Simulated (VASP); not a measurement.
Write the native input for VASP 6.6.1 that does the following.

```yaml
Task: single point
Functional: PBE
Potentials_or_basis: VASP PAW PBE potentials, release 64 (Sn_d, Te)
Cutoff: 520 eV
k_mesh: 9 × 9 × 5
Occupations: fermi-dirac, width 0.05 eV
Spin: no spin polarisation
Dipole_correction: no
Further_INCAR_settings: ALGO = Normal; EDIFF = 1e-07; NBANDS = 28
```

The structure of SnTe (wurtzite type) lies in POSCAR:

```
SnTe
1.0
    3.0080728994      0.0000000000      0.0000000000
   -1.5040364497      2.6050675473      0.0000000000
    0.0000000000      0.0000000000     10.9032761946
Sn Te
2 2
Direct
    0.3333333333      0.6666666667      0.0603753351
    0.6666666667      0.3333333333      0.5603753351
    0.3333333333      0.6666666667      0.3156246649
    0.6666666667      0.3333333333      0.8156246649
```

One way to write it, as run:

INCAR

```
SYSTEM = SnTe
  PREC = Accurate
  ENCUT = 520
  EDIFF = 1E-7
  ISMEAR = -1
  SIGMA = 0.05
  LREAL = .False.
  LASPH = .True.
  NELM = 60
  ALGO = Normal
  ISIF = 2
  LWAVE = .False.
  LCHARG = .False.
  GGA = PE
  NBANDS = 28
```

KPOINTS

```
regular mesh
0
Gamma
  9 9 5
  0 0 0
```

Potentials or basis: VASP PAW PBE potentials, release 64 (Sn_d, Te).

The run is started by

```console
$ cat potpaw_PBE.64/Sn_d/POTCAR potpaw_PBE.64/Te/POTCAR > POTCAR
$ mpirun -np 1 vasp_std > vasp.out
```

It gave:

- Pressure: 32.0 GPa
- Largest force: 0.012 eV/Å
- Band gap on the k mesh: zero (bands 20 and 21 overlap by 7.22 eV)

Caveat: the cell stands under pressure; spin-orbit coupling is left out, which moves the levels of the heavy elements.

Run time: 110 s on 1 thread of Intel Xeon 8259CL, with other jobs on the host, peak memory 0.25 GiB.
